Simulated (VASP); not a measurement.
# LiF (Griceite) (I4/mmm) in VASP: settings compared

The runs below take LiF (Griceite) through single point, with PBE, r2SCAN.

Everything below comes from runs of VASP 6.6.1. Logs are shortened: lines on timing, memory, paths and dates and some standing lists are left out, and cuts for length are marked.

## Step 1: The cell of the first run

The structure is tetragonal, space group I4/mmm (No. 139). Conventional cell: a = 2.672 Å, b = 2.672 Å, c = 4.157 Å, α = 90.00°, β = 90.00°, γ = 90.00°. Li (site symmetry 4/mmm) has 6 F at 1.89 to 2.08 Å within 2.5 Å. F (site symmetry 4/mmm) has 6 Li at 1.89 to 2.08 Å within 2.5 Å.

## Step 2: Single point, PBE (epitaxial xy strain -5.3%)

Input file INCAR:

```
PREC = Accurate ; ENCUT = 520
EDIFF = 1E-6 ; ISMEAR = -1
SIGMA = 0.02 ; LREAL = F
LASPH = T ; NELM = 100
ALGO = Normal ; ISIF = 2
LWAVE = F ; LCHARG = F
GGA = PE ; NBANDS = 12
```

Input file KPOINTS:

```
regular mesh
0
Gamma
  10 10 10
```

Input file POSCAR:

```
LiF
1.0
    0.0000000000      1.8893406097      2.0787301391
    1.8893406097      0.0000000000      2.0787301391
    1.8893406097      1.8893406097      0.0000000000
Li F
1 1
Direct
    0.0000000000      0.0000000000      0.0000000000
    0.5000000000      0.5000000000      0.5000000000
```

Potentials or basis: VASP PAW PBE potentials, release 64 (Li_sv, F).

Launch:

```console
$ cat potpaw_PBE.64/Li_sv/POTCAR potpaw_PBE.64/F/POTCAR > POTCAR
$ mpirun -np 1 vasp_std > vasp.out
```

OUTCAR:

```text
PREC = Accurate
   ENCUT = 520
   EDIFF = 1E-6
   ISMEAR = -1
   LREAL = F
   LASPH = T
   NELM = 100
   ISIF = 2
   GGA = PE

 ion  position               nearest neighbor table
   1  0.000  0.000  0.000-   2 1.89   2 1.89   2 1.89   2 1.89   2 2.08   2 2.08
   2  0.500  0.500  0.500-   1 1.89   1 1.89   1 1.89   1 1.89   1 2.08   1 2.08

  LATTYP: Found a body centered tetragonal cell.
 ALAT       =     2.6719311142
 C/A-ratio  =     1.5559758469

  Lattice vectors:

 A1 = (  -1.8893406097,   0.0000000000,   2.0787301391)
 A2 = (   1.8893406097,   0.0000000000,   2.0787301391)
 A3 = (   0.0000000000,   1.8893406097,  -2.0787301391)

Analysis of symmetry for initial positions (statically):
=====================================================================
 Subroutine PRICEL returns:
 Original cell was already a primitive cell.

 Routine SETGRP: Setting up the symmetry group for a
 body centered tetragonal supercell.

 Subroutine GETGRP returns: Found 16 space group operations
 (whereof 16 operations were pure point group operations)
 out of a pool of 16 trial point group operations.

The static configuration has the point symmetry D_4h.

Analysis of symmetry for dynamics (positions and initial velocities):
=====================================================================
 Subroutine PRICEL returns:
 Original cell was already a primitive cell.

 Routine SETGRP: Setting up the symmetry group for a
 body centered tetragonal supercell.

 Subroutine GETGRP returns: Found 16 space group operations
 (whereof 16 operations were pure point group operations)
 out of a pool of 16 trial point group operations.

The dynamic configuration has the point symmetry D_4h.

 Subroutine INISYM returns: Found 16 space group operations
 (whereof 16 operations are pure point group operations),
 and found     1 'primitive' translations

----------------------------------------------------------------------------------------

                                     Primitive cell

  volume of cell :      14.8405

  direct lattice vectors                    reciprocal lattice vectors
     0.000000000  1.889340610  2.078730139    -0.264642594  0.264642594  0.240531462
     1.889340610  0.000000000  2.078730139     0.264642594 -0.264642594  0.240531462
     1.889340610  1.889340610  0.000000000     0.264642594  0.264642594 -0.240531462

  length of vectors
     2.809043775  2.809043775  2.671931114     0.444889637  0.444889637  0.444889637

  position of ions in fractional coordinates (direct lattice)
     0.000000000  0.000000000  0.000000000
     0.500000000  0.500000000  0.500000000

[... 82 lines left out ...]
   ISIF   =      2    stress and relaxation
   ISYM   =      2    0-nonsym 1-usesym 2-fastsym
   POTIM  = 0.5000    time-step for ionic-motion
   TEBEG  =    0.0;   TEEND  =   0.0 temperature during run
   PSTRESS=    0.0 pullay stress
   NELECT =      10.0000    total number of electrons
   NUPDOWN=      -1.0000    fix difference up-down
   EMIN   =  10.00;   EMAX   =-10.00  energy-range for DOS
   EFERMI =   0.00;   METHOD = LEGACY
   ISMEAR =    -1;   SIGMA  =   0.02  broadening in eV -4-tet -1-fermi 0-gaus
   EFERMI_NEDOS =   21; number of points for ismear=-14 and -15
   IALGO  =     38    algorithm
   IMIX   =      4    mixing-type and parameters
     AMIX     =   0.40;   BMIX     =  1.00
     AMIX_MAG =   1.60;   BMIX_MAG =  1.00
  volume/ion in A,a.u.               =       7.42        50.07
  Fermi-wavevector in a.u.,A,eV,Ry     =   1.435243  2.712215 28.026927  2.059921
  Thomas-Fermi vector in A             =   2.554563
   LORBIT       =      0    0 simple, 1 ext, 2 COOP (PROOUT), +10 PAW based schemes
   GGA     = PE    functional components
   LHFCALC =     F    Hartree Fock is set to
   AEXX    =    0.0000 exact exchange contribution
   IVDW    =     0    specifies the selected vdW correction
   LEPSILON=     F    determine dielectric tensor
   LRPA    =     F    only Hartree local field effects (RPA)
 non-spin polarized calculation
  energy-cutoff  :      520.00
  volume of cell :       14.84
 maximum number of plane-waves:       408
 NGX is ok and might be reduce to    24
   NGX = 11   NGY = 11   NGZ =  9

 number of electron      10.0000000 magnetization

 number of electron       9.9999999 magnetization

 Free energy of the ion-electron system (eV)
  ---------------------------------------------------
  ext. energy  EPLUGINS =         0.00000000
  ---------------------------------------------------
  free energy    TOTEN  =        -9.54278747 eV

  energy without entropy =       -9.54278747  energy(sigma->0) =       -9.54278747

 E-fermi :   0.2545     XC(G=0): -10.4443

 val. band max:       -0.3175629021   @ k =   0.0000   0.0000   0.0000
 cond. band min:       9.5253665554   @ k =   0.0000   0.0000   0.0000
 fundamental gap:      9.8429294575
 Fermi energy:         0.2545198634

 k-point     1 :       0.0000    0.0000    0.0000
  band No.  band energies     occupation
      1     -41.1120      2.00000
      2     -20.6599      2.00000
      3      -0.4823      2.00000
      4      -0.4823      2.00000
      5      -0.3176      2.00000
      6       9.5254      0.00000
      7      23.3829      0.00000
      8      24.4079      0.00000
      9      25.3042      0.00000
     10      25.3042      0.00000
     11      25.7621      0.00000
     12      25.7622      0.00000
[... 331 lines left out ...]
 k-point    24 :       0.4000    0.3000    0.0000
  band No.  band energies     occupation
      1     -41.0370      2.00000
      2     -20.0923      2.00000
      3      -3.1251      2.00000
      4      -1.2978      2.00000
      5      -1.1288      2.00000
      6      12.9619      0.00000
      7      17.7347      0.00000
      8      19.0124      0.00000
      9      21.9358      0.00000
     10      23.0114      0.00000
     11      35.0389      0.00000
     12      36.8881      0.00000

 [... further k-points ...]
[... 5 lines left out ...]
  --------------------------------------------------------------------------------------
  -------------------------------------------------------------------------------------
  Total        1.4915775      1.4915775      0.3993023      0.0000000      0.0000000      0.0000000
  in kB      161.0303684    161.0303684     43.1085871      0.0000000      0.0000000      0.0000000
  external PRESSURE =     121.7231080 kB  Pullay stress =       0.0000000 kB

 VOLUME and BASIS-vectors are now :
 -----------------------------------------------------------------------------
  energy-cutoff  :      520.00
  volume of cell :       14.84
      direct lattice vectors                 reciprocal lattice vectors
     0.000000000  1.889340610  2.078730139    -0.264642594  0.264642594  0.240531462
     1.889340610  0.000000000  2.078730139     0.264642594 -0.264642594  0.240531462
     1.889340610  1.889340610  0.000000000     0.264642594  0.264642594 -0.240531462

 POSITION                                       TOTAL-FORCE (eV/Angst)
 -----------------------------------------------------------------------------------
      0.00000      0.00000      0.00000         0.000000     -0.000000      0.000000
      1.88934      1.88934      2.07873         0.000000      0.000000      0.000000
 -----------------------------------------------------------------------------------
    total drift:                               -0.000000     -0.000000      0.000000

  FREE ENERGIE OF THE ION-ELECTRON SYSTEM (eV)
  ---------------------------------------------------
  free  energy   TOTEN  =        -9.5427874672 eV

  energy  without entropy=       -9.5427874672  energy(sigma->0) =       -9.54278747
```

stdout:

```text
POSCAR found type information on POSCAR LiF
 POSCAR found :  2 types and       2 ions
 scaLAPACK will be used
 LDA part: xc-table for (Slater+PW92), standard interpolation
 POSCAR, INCAR and KPOINTS ok, starting setup
 FFT: planning ... GRIDC
 FFT: planning ... GRID_SOFT
 FFT: planning ... GRID
 WAVECAR not read
 entering main loop
```

Run time: 10 s. Hardware: 1 thread of Intel Xeon Platinum 8259CL at 2.50GHz (Skylake/Cascade Lake), shared host; peak memory 0.13 GiB.

Results:

```
Free energy            : -9.5428 eV
Band gap on the k mesh : 9.84 eV, direct
```

Caveat: the cell differs from its parent crystal (epitaxial xy strain -5.3%); the cutoff is under 1.25 times the usual one of these potentials, so pressure, stress and relaxed cells hold a basis-set (Pulay) error. A k mesh can miss the band edges.

## Step 3: Single point, r2SCAN (epitaxial xy strain -5.3%)

POSCAR is that of step 2.

Input file INCAR.step1:

```
SYSTEM = LiF
ALGO = Normal
EDIFF = 1E-4
ENCUT = 520
GGA = PE
ISMEAR = 0
LASPH = .True.
LCHARG = .False.
LREAL = .False.
LWAVE = .True.
NBANDS = 12
NELM = 100
PREC = Accurate
SIGMA = 0.01
```

Input file INCAR.step2:

```
SYSTEM = LiF
ALGO = Normal
EDIFF = 1E-6
ENCUT = 520
ISIF = 2
ISMEAR = 0
ISTART = 1
LASPH = .True.
LCHARG = .False.
LMIXTAU = .True.
LREAL = .False.
LWAVE = .False.
METAGGA = R2SCAN
NBANDS = 12
NELM = 100
PREC = Accurate
SIGMA = 0.01
```

Input file KPOINTS:

```
k-points
0
Gamma
  10 10 10
  0 0 0
```

Potentials or basis: VASP PAW PBE potentials, release 64 (Li_sv, F).

Launch:

```console
$ cat potpaw_PBE.64/Li_sv/POTCAR potpaw_PBE.64/F/POTCAR > POTCAR
$ cp INCAR.step1 INCAR
$ mpirun -np 1 vasp_std > vasp.out
$ cp INCAR.step2 INCAR
$ mpirun -np 1 vasp_std > vasp.out
```

OUTCAR:

```text
SYSTEM = LiF
   EDIFF = 1E-6
   ENCUT = 520
   ISIF = 2
   ISMEAR = 0
   ISTART = 1
   LASPH = .True.
   LREAL = .False.
   METAGGA = R2SCAN
   NELM = 100
   PREC = Accurate

 ion  position               nearest neighbor table
   1  0.000  0.000  0.000-   2 1.89   2 1.89   2 1.89   2 1.89   2 2.08   2 2.08
   2  0.500  0.500  0.500-   1 1.89   1 1.89   1 1.89   1 1.89   1 2.08   1 2.08

  LATTYP: Found a body centered tetragonal cell.
 ALAT       =     2.6719311142
 C/A-ratio  =     1.5559758469

  Lattice vectors:

 A1 = (  -1.8893406097,   0.0000000000,   2.0787301391)
 A2 = (   1.8893406097,   0.0000000000,   2.0787301391)
 A3 = (   0.0000000000,   1.8893406097,  -2.0787301391)

Analysis of symmetry for initial positions (statically):
=====================================================================
 Subroutine PRICEL returns:
 Original cell was already a primitive cell.

 Routine SETGRP: Setting up the symmetry group for a
 body centered tetragonal supercell.

 Subroutine GETGRP returns: Found 16 space group operations
 (whereof 16 operations were pure point group operations)
 out of a pool of 16 trial point group operations.

The static configuration has the point symmetry D_4h.

Analysis of symmetry for dynamics (positions and initial velocities):
=====================================================================
 Subroutine PRICEL returns:
 Original cell was already a primitive cell.

 Routine SETGRP: Setting up the symmetry group for a
 body centered tetragonal supercell.

 Subroutine GETGRP returns: Found 16 space group operations
 (whereof 16 operations were pure point group operations)
 out of a pool of 16 trial point group operations.

The dynamic configuration has the point symmetry D_4h.

 Subroutine INISYM returns: Found 16 space group operations
 (whereof 16 operations are pure point group operations),
 and found     1 'primitive' translations

----------------------------------------------------------------------------------------

[... 117 lines left out ...]
   METAGGA = R2SCAN    functional components
   LHFCALC =     F    Hartree Fock is set to
   AEXX    =    0.0000 exact exchange contribution
   IVDW    =     0    specifies the selected vdW correction
   LEPSILON=     F    determine dielectric tensor
   LRPA    =     F    only Hartree local field effects (RPA)
 non-spin polarized calculation
 Gauss-broadening in eV      SIGMA  =   0.01
  energy-cutoff  :      520.00
  volume of cell :       14.84
 maximum number of plane-waves:       408
 NGX is ok and might be reduce to    24
   NGX = 11   NGY = 11   NGZ =  9

 number of electron       9.9999999 magnetization

 Free energy of the ion-electron system (eV)
  ---------------------------------------------------
  ext. energy  EPLUGINS =         0.00000000
  ---------------------------------------------------
  free energy    TOTEN  =       -11.84752303 eV

  energy without entropy =      -11.84752303  energy(sigma->0) =      -11.84752303

 E-fermi :  -0.7819     XC(G=0): -11.0499

 val. band max:       -0.9469369830   @ k =   0.0000   0.0000   0.0000
 cond. band min:      10.1122542565   @ k =   0.0000   0.0000   0.0000
 fundamental gap:     11.0591912394
 Fermi energy:        -0.7819136296

 k-point     1 :       0.0000    0.0000    0.0000
  band No.  band energies     occupation
      1     -42.8969      2.00000
      2     -22.4055      2.00000
      3      -1.1100      2.00000
      4      -1.1100      2.00000
      5      -0.9469      2.00000
      6      10.1123      0.00000
      7      24.7631      0.00000
      8      24.9849      0.00000
      9      25.8428      0.00000
     10      25.8433      0.00000
     11      27.4532      0.00000
     12      27.4560      0.00000
[... 331 lines left out ...]
 k-point    24 :       0.4000    0.3000    0.0000
  band No.  band energies     occupation
      1     -42.8238      2.00000
      2     -21.8607      2.00000
      3      -3.7458      2.00000
      4      -1.9306      2.00000
      5      -1.7649      2.00000
      6      13.5405      0.00000
      7      18.2538      0.00000
      8      20.1135      0.00000
      9      23.0766      0.00000
     10      24.0802      0.00000
     11      36.1551      0.00000
     12      37.9456      0.00000

 [... further k-points ...]
[... 5 lines left out ...]
  --------------------------------------------------------------------------------------
  -------------------------------------------------------------------------------------
  Total        1.0375119      1.0375119     -0.0939812      0.0000000      0.0000000      0.0000000
  in kB      112.0095422    112.0095422    -10.1461872      0.0000000      0.0000000      0.0000000
  external PRESSURE =      71.2909657 kB  Pullay stress =       0.0000000 kB

 VOLUME and BASIS-vectors are now :
 -----------------------------------------------------------------------------
  energy-cutoff  :      520.00
  volume of cell :       14.84
      direct lattice vectors                 reciprocal lattice vectors
     0.000000000  1.889340610  2.078730139    -0.264642594  0.264642594  0.240531462
     1.889340610  0.000000000  2.078730139     0.264642594 -0.264642594  0.240531462
     1.889340610  1.889340610  0.000000000     0.264642594  0.264642594 -0.240531462

 POSITION                                       TOTAL-FORCE (eV/Angst)
 -----------------------------------------------------------------------------------
      0.00000      0.00000      0.00000        -0.000000      0.000000      0.000000
      1.88934      1.88934      2.07873         0.000000     -0.000000      0.000000
 -----------------------------------------------------------------------------------
    total drift:                               -0.000000     -0.000000      0.000000

  FREE ENERGIE OF THE ION-ELECTRON SYSTEM (eV)
  ---------------------------------------------------
  free  energy   TOTEN  =       -11.8475230253 eV

  energy  without entropy=      -11.8475230253  energy(sigma->0) =      -11.84752303
```

OSZICAR.step1:

```text
N       E                     dE             d eps       ncg     rms          rms(c)
DAV:   1     0.327277415952E+02    0.32728E+02   -0.54970E+03  2552   0.852E+02
DAV:   2    -0.902321105084E+01   -0.41751E+02   -0.40832E+02  2936   0.193E+02
DAV:   3    -0.100643761743E+02   -0.10412E+01   -0.10391E+01  3228   0.265E+01
DAV:   4    -0.100735242103E+02   -0.91480E-02   -0.91475E-02  2776   0.267E+00
DAV:   5    -0.100736127442E+02   -0.88534E-04   -0.88534E-04  3284   0.200E-01    0.462E+00
DAV:   6    -0.953119476377E+01    0.54242E+00   -0.24398E+00  2728   0.997E+00    0.134E+00
DAV:   7    -0.953601187285E+01   -0.48171E-02   -0.23439E-02  3236   0.134E+00    0.854E-01
DAV:   8    -0.954268312301E+01   -0.66713E-02   -0.14004E-02  3032   0.123E+00    0.107E-01
DAV:   9    -0.954270716747E+01   -0.24044E-04   -0.90250E-04  2876   0.270E-01
   1 F= -.95427072E+01 E0= -.95427072E+01  d E =0.000000E+00
```

It took 49 s on 1 thread of Intel Xeon Platinum 8259CL at 2.50GHz (Skylake/Cascade Lake), shared host; peak memory 0.14 GiB.

What came out:

| Quantity | Value |
| --- | --- |
| Free energy | -11.8475 eV |
| Band gap on the k mesh | 11.06 eV, direct |

Caveat: the cell differs from its parent crystal (epitaxial xy strain -5.3%); the cutoff is under 1.25 times the usual one of these potentials, so pressure, stress and relaxed cells hold a basis-set (Pulay) error; the PAW data sets were made with another functional, which shifts forces and pressure a little. A k mesh can miss the band edges.
